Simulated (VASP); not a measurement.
# ZnCu (Pm-3m) in VASP: notebook, part 2 of 3

VASP 6.6.1. Earlier steps stand in the parts before.

## Step 3: Electric field gradients, PBE (volume scaled by 1.06)

INCAR

```
SYSTEM = ZnCu
PREC     = Accurate       ! precision mode
ENCUT    = 520            ! plane-wave cutoff, eV
EDIFF    = 1E-8           ! SCF threshold, eV
ISMEAR   = -1             ! smearing method
SIGMA    = 0.05           ! smearing width, eV
LREAL    = .FALSE.        ! projectors in reciprocal space
LASPH    = .TRUE.         ! aspherical terms in the spheres
NELM     = 60             ! most SCF steps
ALGO     = Normal         ! electronic algorithm
ISIF     = 2              ! what is computed and relaxed
LWAVE    = .FALSE.        ! write WAVECAR
LCHARG   = .FALSE.        ! write CHGCAR
GGA      = PE             ! functional
LEFG     = .TRUE.       
NBANDS   = 18             ! bands
```

KPOINTS

```
Automatic mesh
0
G
  14 14 14
  0 0 0
```

POSCAR

```
ZnCu
1.0
    3.0027597620      0.0000000000      0.0000000000
    0.0000000000      3.0027597620      0.0000000000
    0.0000000000      0.0000000000      3.0027597620
Zn Cu
1 1
Direct
    0.5000000000      0.5000000000      0.5000000000
    0.0000000000      0.0000000000      0.0000000000
```

Potentials or basis: VASP PAW PBE potentials, release 64 (Zn, Cu).

Launch:

```bash
cat potpaw_PBE.64/Zn/POTCAR potpaw_PBE.64/Cu/POTCAR > POTCAR
mpirun -np 1 vasp_std > vasp.out
```

OUTCAR:

```text
SYSTEM = ZnCu
   PREC = Accurate
   ENCUT = 520
   EDIFF = 1E-8
   ISMEAR = -1
   LREAL = .FALSE.
   LASPH = .TRUE.
   NELM = 60
   ISIF = 2
   GGA = PE

 ion  position               nearest neighbor table
   1  0.500  0.500  0.500-   2 2.60   2 2.60   2 2.60   2 2.60   2 2.60   2 2.60   2 2.60   2 2.60

   2  0.000  0.000  0.000-   1 2.60   1 2.60   1 2.60   1 2.60   1 2.60   1 2.60   1 2.60   1 2.60

  LATTYP: Found a simple cubic cell.
 ALAT       =     3.0027597620

  Lattice vectors:

 A1 = (   3.0027597620,   0.0000000000,   0.0000000000)
 A2 = (   0.0000000000,   3.0027597620,   0.0000000000)
 A3 = (   0.0000000000,   0.0000000000,   3.0027597620)

Analysis of symmetry for initial positions (statically):
=====================================================================
 Subroutine PRICEL returns:
 Original cell was already a primitive cell.

 Routine SETGRP: Setting up the symmetry group for a
 simple cubic supercell.

 Subroutine GETGRP returns: Found 48 space group operations
[... 693 lines left out ...]
     3.002759762  0.000000000  0.000000000     0.333026975  0.000000000  0.000000000
     0.000000000  3.002759762  0.000000000     0.000000000  0.333026975  0.000000000
     0.000000000  0.000000000  3.002759762     0.000000000  0.000000000  0.333026975

 POSITION                                       TOTAL-FORCE (eV/Angst)
 -----------------------------------------------------------------------------------
      1.50138      1.50138      1.50138         0.000000      0.000000      0.000000
      0.00000      0.00000      0.00000         0.000000      0.000000      0.000000
 -----------------------------------------------------------------------------------
    total drift:                                0.000000      0.000000     -0.000000

  FREE ENERGIE OF THE ION-ELECTRON SYSTEM (eV)
  ---------------------------------------------------
  free  energy   TOTEN  =        -5.0074072943 eV

  energy  without entropy=       -5.0041492595  energy(sigma->0) =       -5.00577828

 Electric field gradients (V/A^2)
---------------------------------------------------------------------
 ion       V_xx      V_yy      V_zz      V_xy      V_xz      V_yz
---------------------------------------------------------------------
   1      -0.000    -0.000     0.000    -0.000     0.000     0.000
   2       0.000     0.000    -0.000     0.000     0.000    -0.000
---------------------------------------------------------------------

 Electric field gradients after diagonalization (V/A^2)
 (convention: |V_zz| > |V_xx| > |V_yy|)
----------------------------------------------------------------------
 ion       V_xx      V_yy      V_zz     asymmetry (V_yy - V_xx)/ V_zz
----------------------------------------------------------------------
   1       0.000    -0.000    -0.000       0.547
   2       0.000     0.000    -0.000       0.069
----------------------------------------------------------------------

           NMR quadrupolar parameters

 Cq : quadrupolar parameter    Cq=e*Q*V_zz/h
 eta: asymmetry parameters     (V_yy - V_xx)/ V_zz
 Q  : nuclear electric quadrupole moment in mb (millibarn)
----------------------------------------------------------------------
 ion       Cq(MHz)       eta       Q (mb)
----------------------------------------------------------------------
   1      -0.000       0.547       1.000
   2      -0.000       0.069       1.000
----------------------------------------------------------------------
```

OSZICAR:

```text
N       E                     dE             d eps       ncg     rms          rms(c)
DAV:   1     0.113899598886E+03    0.11390E+03   -0.11369E+04  4664   0.208E+03
DAV:   2    -0.101567840168E+01   -0.11492E+03   -0.11020E+03  4350   0.296E+02
DAV:   3    -0.598752873528E+01   -0.49719E+01   -0.49368E+01  4828   0.762E+01
DAV:   4    -0.602994123132E+01   -0.42412E-01   -0.42398E-01  5048   0.656E+00
DAV:   5    -0.603049546263E+01   -0.55423E-03   -0.55421E-03  4848   0.779E-01    0.908E+00
DAV:   6    -0.598047493045E+01    0.50021E-01   -0.14624E+01  4628   0.883E+01    0.618E+00
DAV:   7    -0.501589617913E+01    0.96458E+00   -0.31939E+00  4660   0.819E+01    0.202E+00
DAV:   8    -0.501549990609E+01    0.39627E-03   -0.14106E-01  6042   0.517E+00    0.113E+00
DAV:   9    -0.500739913705E+01    0.81008E-02   -0.13219E-02  4828   0.247E+00    0.467E-02
DAV:  10    -0.500741608562E+01   -0.16949E-04   -0.64191E-04  6604   0.471E-01    0.470E-02
DAV:  11    -0.500740963405E+01    0.64516E-05   -0.93980E-05  4844   0.272E-01    0.106E-02
DAV:  12    -0.500740749255E+01    0.21415E-05   -0.10752E-05  5394   0.744E-02    0.961E-04
DAV:  13    -0.500740728859E+01    0.20397E-06   -0.36976E-07  4568   0.659E-03    0.916E-04
DAV:  14    -0.500740729425E+01   -0.56666E-08   -0.60547E-09  2744   0.995E-04
   1 F= -.50074073E+01 E0= -.50057783E+01  d E =-.325803E-02
```

It took 20 s on 1 thread of Intel Xeon Platinum 8559C (Emerald Rapids), shared host; peak memory 0.18 GiB.

What came out:

| Property | Result |
| --- | --- |
| Free energy | -5.0074 eV |
| Pressure | -3.7 GPa |

Levels at points of the mesh, in eV from the Fermi level:
| k point | band 8 | band 9 | band 10 | band 11 | band 12 | band 13 | band 14 | band 15 | band 16 | band 17 |
| --- | --- | --- | --- | --- | --- | --- | --- | --- | --- | --- |
| (0.00, 0.00, 0.00) | -3.43 | -2.65 | -2.65 | -2.65 | 6.02 | 6.02 | 6.02 | 10.89 | 10.89 | 11.36 |
| (0.50, 0.00, 0.00) | -3.51 | -3.14 | -3.14 | -2.70 | -1.97 | 11.20 | 11.20 | 11.85 | 11.85 | 13.07 |
| (0.50, 0.50, 0.00) | -2.79 | -2.79 | -2.42 | -1.72 | -1.72 | 1.50 | 1.88 | 13.31 | 15.04 | 15.04 |
| (0.50, 0.50, 0.50) | -4.06 | -2.41 | -2.41 | 3.43 | 4.20 | 4.20 | 4.20 | 4.32 | 4.32 | 4.32 |

Caveat: the cell differs from its parent crystal (volume scaled by 1.06); without QUAD_EFG the Cq values of the log hold for a quadrupole moment of 1 mb, not for the nuclei.

## Step 4: Electric field gradients, LDA

This run uses another cell than the first one, of 12.77 Å³/atom, 0.943 times its volume.

INCAR

```
ALGO = Normal
EDIFF = 1E-8
ENCUT = 520
GGA = CA
ISIF = 2
ISMEAR = -1
LASPH = T
LCHARG = F
LEFG = T
LREAL = F
LWAVE = F
NBANDS = 18
NELM = 60
PREC = Accurate
SIGMA = 0.05
```

KPOINTS

```
k-points
0
Gamma
  14 14 14
```

POSCAR

```
ZnCu
1.0
    2.9450000000      0.0000000000      0.0000000000
    0.0000000000      2.9450000000      0.0000000000
    0.0000000000      0.0000000000      2.9450000000
Zn Cu
1 1
Direct
    0.5000000000      0.5000000000      0.5000000000
    0.0000000000      0.0000000000      0.0000000000
```

Potentials or basis: VASP PAW LDA potentials, release 64 (Zn, Cu).

Launch:

```bash
cat potpaw_LDA.64/Zn/POTCAR potpaw_LDA.64/Cu/POTCAR > POTCAR
mpirun -np 1 vasp_std > vasp.out
```

OUTCAR:

```text
EDIFF = 1E-8
   ENCUT = 520
   GGA = CA
   ISIF = 2
   ISMEAR = -1
   LASPH = T
   LREAL = F
   NELM = 60
   PREC = Accurate

 ion  position               nearest neighbor table
   1  0.500  0.500  0.500-   2 2.55   2 2.55   2 2.55   2 2.55   2 2.55   2 2.55   2 2.55   2 2.55

   2  0.000  0.000  0.000-   1 2.55   1 2.55   1 2.55   1 2.55   1 2.55   1 2.55   1 2.55   1 2.55

  LATTYP: Found a simple cubic cell.
 ALAT       =     2.9450000000

  Lattice vectors:

 A1 = (   2.9450000000,   0.0000000000,   0.0000000000)
 A2 = (   0.0000000000,   2.9450000000,   0.0000000000)
 A3 = (   0.0000000000,   0.0000000000,   2.9450000000)

Analysis of symmetry for initial positions (statically):
=====================================================================
 Subroutine PRICEL returns:
 Original cell was already a primitive cell.

 Routine SETGRP: Setting up the symmetry group for a
 simple cubic supercell.

 Subroutine GETGRP returns: Found 48 space group operations
 (whereof 48 operations were pure point group operations)
 out of a pool of 48 trial point group operations.

The static configuration has the point symmetry O_h .

Analysis of symmetry for dynamics (positions and initial velocities):
=====================================================================
 Subroutine PRICEL returns:
 Original cell was already a primitive cell.

 Routine SETGRP: Setting up the symmetry group for a
 simple cubic supercell.

 Subroutine GETGRP returns: Found 48 space group operations
 (whereof 48 operations were pure point group operations)
 out of a pool of 48 trial point group operations.

The dynamic configuration has the point symmetry O_h .

 Subroutine INISYM returns: Found 48 space group operations
 (whereof 48 operations are pure point group operations),
[... 149 lines left out ...]
 Fermi energy:         5.3207797676

 k-point     1 :       0.0000    0.0000    0.0000
  band No.  band energies     occupation
      1      -5.0312      2.00000
      2      -2.6027      2.00000
      3      -2.6027      2.00000
      4      -1.9191      2.00000
      5      -1.9191      2.00000
      6      -1.9191      2.00000
[... 481 lines left out ...]
      5      -1.9695      2.00000
      6      -1.3990      2.00000
[... 10 lines left out ...]
     17      21.0249      0.00000
     18      22.0578      0.00000

 [... further k-points ...]
[... 5 lines left out ...]
  --------------------------------------------------------------------------------------
  -------------------------------------------------------------------------------------
  Total       -1.4573665     -1.4573665     -1.4573665      0.0000000      0.0000000      0.0000000
  in kB      -91.4162664    -91.4162664    -91.4162664      0.0000000      0.0000000      0.0000000
  external PRESSURE =     -91.4162664 kB  Pullay stress =       0.0000000 kB

 VOLUME and BASIS-vectors are now :
 -----------------------------------------------------------------------------
  energy-cutoff  :      520.00
  volume of cell :       25.54
      direct lattice vectors                 reciprocal lattice vectors
     2.945000000  0.000000000  0.000000000     0.339558574  0.000000000  0.000000000
     0.000000000  2.945000000  0.000000000     0.000000000  0.339558574  0.000000000
     0.000000000  0.000000000  2.945000000     0.000000000  0.000000000  0.339558574

 POSITION                                       TOTAL-FORCE (eV/Angst)
 -----------------------------------------------------------------------------------
      1.47250      1.47250      1.47250         0.000000      0.000000      0.000000
      0.00000      0.00000      0.00000         0.000000      0.000000      0.000000
 -----------------------------------------------------------------------------------
    total drift:                                0.000000      0.000000     -0.000000

  FREE ENERGIE OF THE ION-ELECTRON SYSTEM (eV)
  ---------------------------------------------------
  free  energy   TOTEN  =        -6.7457960581 eV

  energy  without entropy=       -6.7429058717  energy(sigma->0) =       -6.74435096

 Electric field gradients (V/A^2)
---------------------------------------------------------------------
 ion       V_xx      V_yy      V_zz      V_xy      V_xz      V_yz
---------------------------------------------------------------------
   1       0.000     0.000    -0.000    -0.000    -0.000    -0.000
   2       0.000    -0.000    -0.000     0.000     0.000     0.000
---------------------------------------------------------------------

 Electric field gradients after diagonalization (V/A^2)
 (convention: |V_zz| > |V_xx| > |V_yy|)
----------------------------------------------------------------------
 ion       V_xx      V_yy      V_zz     asymmetry (V_yy - V_xx)/ V_zz
----------------------------------------------------------------------
   1       0.000     0.000    -0.000       0.169
   2      -0.000     0.000    -0.000      -0.695
----------------------------------------------------------------------

           NMR quadrupolar parameters

 Cq : quadrupolar parameter    Cq=e*Q*V_zz/h
 eta: asymmetry parameters     (V_yy - V_xx)/ V_zz
 Q  : nuclear electric quadrupole moment in mb (millibarn)
----------------------------------------------------------------------
 ion       Cq(MHz)       eta       Q (mb)
----------------------------------------------------------------------
   1      -0.000       0.169       1.000
   2      -0.000      -0.695       1.000
----------------------------------------------------------------------
```

OSZICAR:

```text
N       E                     dE             d eps       ncg     rms          rms(c)
DAV:   1     0.113914281793E+03    0.11391E+03   -0.11261E+04  4736   0.214E+03
DAV:   2    -0.295845847561E+01   -0.11687E+03   -0.11212E+03  4340   0.301E+02
DAV:   3    -0.787928121046E+01   -0.49208E+01   -0.48772E+01  4890   0.772E+01
DAV:   4    -0.791979283030E+01   -0.40512E-01   -0.40495E-01  4980   0.647E+00
DAV:   5    -0.792037623301E+01   -0.58340E-03   -0.58339E-03  4932   0.800E-01    0.970E+00
DAV:   6    -0.776014277774E+01    0.16023E+00   -0.15631E+01  4616   0.960E+01    0.623E+00
DAV:   7    -0.676136932542E+01    0.99877E+00   -0.34331E+00  4662   0.921E+01    0.222E+00
DAV:   8    -0.675599652694E+01    0.53728E-02   -0.14607E-01  5908   0.522E+00    0.120E+00
DAV:   9    -0.674587519086E+01    0.10121E-01   -0.10526E-02  5408   0.212E+00    0.822E-02
DAV:  10    -0.674580022614E+01    0.74965E-04   -0.83421E-04  6512   0.648E-01    0.403E-02
DAV:  11    -0.674579645773E+01    0.37684E-05   -0.83251E-05  5638   0.255E-01    0.103E-02
DAV:  12    -0.674579604918E+01    0.40855E-06   -0.67316E-06  5374   0.581E-02    0.113E-03
DAV:  13    -0.674579605818E+01   -0.89990E-08   -0.29780E-07  5642   0.726E-03    0.390E-04
DAV:  14    -0.674579605809E+01    0.86402E-10   -0.30954E-09  2712   0.121E-03
   1 F= -.67457961E+01 E0= -.67443510E+01  d E =-.289019E-02
```

It took 51 s on 1 thread of Intel Xeon 8259CL, shared host; peak memory 0.17 GiB.

What came out:

```
Free energy : -6.7458 eV
Pressure    : -9.1 GPa
```

Caveat: without QUAD_EFG the Cq values of the log hold for a quadrupole moment of 1 mb, not for the nuclei.

## Step 5: Electric field gradients, PBEsol

This run uses another cell than the first one, of 12.77 Å³/atom, 0.943 times its volume.

INCAR

```
SYSTEM = ZnCu
PREC = Accurate
ENCUT = 520
EDIFF = 1E-8
ISMEAR = -1
SIGMA = 0.05
LREAL = .False.
LASPH = .True.
NELM = 100
ALGO = Normal
ISIF = 2
LWAVE = .False.
LCHARG = .False.
GGA = PS
LEFG = .True.
NBANDS = 18
```

KPOINTS

```
regular mesh
0
Gamma
  14 14 14
  0 0 0
```

POSCAR is that of step 4.

Potentials or basis: VASP PAW PBE potentials, release 64 (Zn, Cu).

Launch:

```bash
cat potpaw_PBE.64/Zn/POTCAR potpaw_PBE.64/Cu/POTCAR > POTCAR
mpirun -np 1 vasp_std > vasp.out
```

OUTCAR:

```text
SYSTEM = ZnCu
   PREC = Accurate
   ENCUT = 520
   EDIFF = 1E-8
   ISMEAR = -1
   LREAL = .False.
   LASPH = .True.
   NELM = 100
   ISIF = 2
   GGA = PS

 ion  position               nearest neighbor table
   1  0.500  0.500  0.500-   2 2.55   2 2.55   2 2.55   2 2.55   2 2.55   2 2.55   2 2.55   2 2.55

   2  0.000  0.000  0.000-   1 2.55   1 2.55   1 2.55   1 2.55   1 2.55   1 2.55   1 2.55   1 2.55

  LATTYP: Found a simple cubic cell.
 ALAT       =     2.9450000000

  Lattice vectors:

 A1 = (   2.9450000000,   0.0000000000,   0.0000000000)
[... 718 lines left out ...]
  free  energy   TOTEN  =        -6.0895715651 eV

  energy  without entropy=       -6.0866932451  energy(sigma->0) =       -6.08813241

 Electric field gradients (V/A^2)
---------------------------------------------------------------------
 ion       V_xx      V_yy      V_zz      V_xy      V_xz      V_yz
---------------------------------------------------------------------
   1      -0.000     0.000     0.000    -0.000     0.000    -0.000
   2      -0.000    -0.000    -0.000     0.000     0.000     0.000
---------------------------------------------------------------------

 Electric field gradients after diagonalization (V/A^2)
 (convention: |V_zz| > |V_xx| > |V_yy|)
----------------------------------------------------------------------
 ion       V_xx      V_yy      V_zz     asymmetry (V_yy - V_xx)/ V_zz
----------------------------------------------------------------------
   1       0.000     0.000    -0.000       0.740
   2      -0.000    -0.000    -0.000      -0.265
----------------------------------------------------------------------

           NMR quadrupolar parameters

 Cq : quadrupolar parameter    Cq=e*Q*V_zz/h
 eta: asymmetry parameters     (V_yy - V_xx)/ V_zz
 Q  : nuclear electric quadrupole moment in mb (millibarn)
----------------------------------------------------------------------
 ion       Cq(MHz)       eta       Q (mb)
----------------------------------------------------------------------
   1      -0.000       0.740       1.000
   2      -0.000      -0.265       1.000
----------------------------------------------------------------------
```

OSZICAR:

```text
N       E                     dE             d eps       ncg     rms          rms(c)
DAV:   1     0.113638227747E+03    0.11364E+03   -0.11271E+04  4728   0.212E+03
DAV:   2    -0.262414777888E+01   -0.11626E+03   -0.11152E+03  4340   0.299E+02
DAV:   3    -0.736444706458E+01   -0.47403E+01   -0.46981E+01  4850   0.756E+01
DAV:   4    -0.740254380361E+01   -0.38097E-01   -0.38081E-01  4952   0.627E+00
DAV:   5    -0.740305527670E+01   -0.51147E-03   -0.51146E-03  4812   0.749E-01    0.103E+01
DAV:   6    -0.724838844922E+01    0.15467E+00   -0.17852E+01  4600   0.100E+02    0.668E+00
DAV:   7    -0.610031675850E+01    0.11481E+01   -0.37530E+00  4672   0.105E+02    0.221E+00
DAV:   8    -0.609924718171E+01    0.10696E-02   -0.17942E-01  5900   0.578E+00    0.124E+00
DAV:   9    -0.608963575377E+01    0.96114E-02   -0.10818E-02  5262   0.219E+00    0.787E-02
DAV:  10    -0.608958235657E+01    0.53397E-04   -0.85559E-04  6524   0.667E-01    0.482E-02
DAV:  11    -0.608957257267E+01    0.97839E-05   -0.10718E-04  5328   0.295E-01    0.108E-02
DAV:  12    -0.608957169016E+01    0.88252E-06   -0.75829E-06  5602   0.557E-02    0.962E-04
DAV:  13    -0.608957156981E+01    0.12035E-06   -0.23490E-07  4522   0.556E-03    0.958E-04
DAV:  14    -0.608957158681E+01   -0.17001E-07   -0.19388E-08  3166   0.359E-03    0.209E-04
DAV:  15    -0.608957156339E+01    0.23415E-07   -0.47828E-09  2344   0.901E-04    0.110E-04
DAV:  16    -0.608957156508E+01   -0.16921E-08   -0.59611E-10  2298   0.462E-04
   1 F= -.60895716E+01 E0= -.60881324E+01  d E =-.287832E-02
```

stdout:

```text
POSCAR found type information on POSCAR ZnCu
 POSCAR found :  2 types and       2 ions
 scaLAPACK will be used
 -----------------------------------------------------------------------------
|                                                                             |
|                                                                             |
|     You enforced a specific xc type in the INCAR file but a different       |
|     I HOPE YOU KNOW WHAT YOU ARE DOING!                                     |
|                                                                             |
 -----------------------------------------------------------------------------

 LDA part: xc-table for (Slater+PW92), standard interpolation
 POSCAR, INCAR and KPOINTS ok, starting setup
 FFT: planning ... GRIDC
 FFT: planning ... GRID_SOFT
 FFT: planning ... GRID
 WAVECAR not read
 entering main loop
ion   1

ion   2
```

Run time: 59 s. Hardware: 1 thread of Intel Xeon 8259CL, shared host; peak memory 0.18 GiB.

What came out:

* Free energy: -6.0896 eV
* Pressure: -4.1 GPa

Caveat: without QUAD_EFG the Cq values of the log hold for a quadrupole moment of 1 mb, not for the nuclei; the PAW data sets were made with another functional, which shifts forces and pressure a little.

(Part 2 of 3 ends here.)
